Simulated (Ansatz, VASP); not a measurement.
Ag: VASP beside Ansatz

File POSCAR:

```
Ag
1.0
    2.8888850000      0.0000000000      0.0000000000
    1.4444425000      2.5018477986      0.0000000000
    1.4444425000      0.8339492662      2.3587647252
Ag
1
Direct
    0.0000000000      0.0000000000      0.0000000000
```

INCAR.step1

```
PREC = Accurate ; ENCUT = 600
ISMEAR = 1 ; SIGMA = 0.05
LREAL = F ; LASPH = T
NELM = 60 ; GGA = PE
ALGO = Normal ; EDIFF = 1E-4
LWAVE = T ; LCHARG = F
```

INCAR.step2

```
PREC = Accurate ; ENCUT = 600
EDIFF = 1E-6 ; ISMEAR = 1
SIGMA = 0.05 ; LREAL = F
LASPH = T ; NELM = 60
ALGO = Normal ; ISIF = 3
LWAVE = F ; LCHARG = F
METAGGA = R2SCAN ; LMIXTAU = T
LUSE_VDW = T ; IVDW_NL = 2
BPARAM = 11.95 ; CPARAM = 0.0093
IBRION = 2 ; NSW = 100
EDIFFG = -0.01 ; ISTART = 1
```

KPOINTS

```
Automatic mesh
0
Gamma
  13 13 13
```

Input for Ansatz:

```yaml
crystal:
  lattice:
    a: 2.888885
    b: 2.888885
    c: 2.888885
    alpha: 60.0
    beta: 60.0
    gamma: 60.0
  atoms:
    - { symbol: Ag, position: [0.0, 0.0, 0.0] }
kpoints:
  mp_grid:
    grid: [13, 13, 13]
hamiltonian:
  xc: r2scan
  dispersion: rvv10
scf:
  occupations:
    method: cold
    width: 0.05
relax:
  f_tol: 0.01
  max_steps: 100
  cell: {}
```

Alike in both runs: task relaxation of cell and atoms; functional r2SCAN; dispersion rVV10; k mesh 13 × 13 × 13; no spin polarisation.

|  | VASP | Ansatz |
| --- | --- | --- |
| version | VASP 6.6.1 | Ansatz 0.2.0 |
| potentials or method | VASP PAW PBE potentials, release 64 (Ag) | plane waves, PAW |
| plane-wave cutoff (eV) | 600 | 500 |
| occupations | methfessel-paxton of order 1, width 0.05 eV | cold, width 0.05 eV |
| valence electrons in the cell | 11 | 19 |

|  | VASP | Ansatz | Ansatz less VASP |
| --- | --- | --- | --- |
| relaxed volume (Å³/atom) | 16.97 | 16.90 | -0.072 |
| relaxed cell length with the largest relative difference (Å) | 2.884 | 2.880 | -0.0041 |

VASP's potentials were made for PBE, not for r2SCAN. VASP's potentials hold 11 valence electrons a cell and Ansatz's 19, so a difference there can come from the potentials and not from the codes.
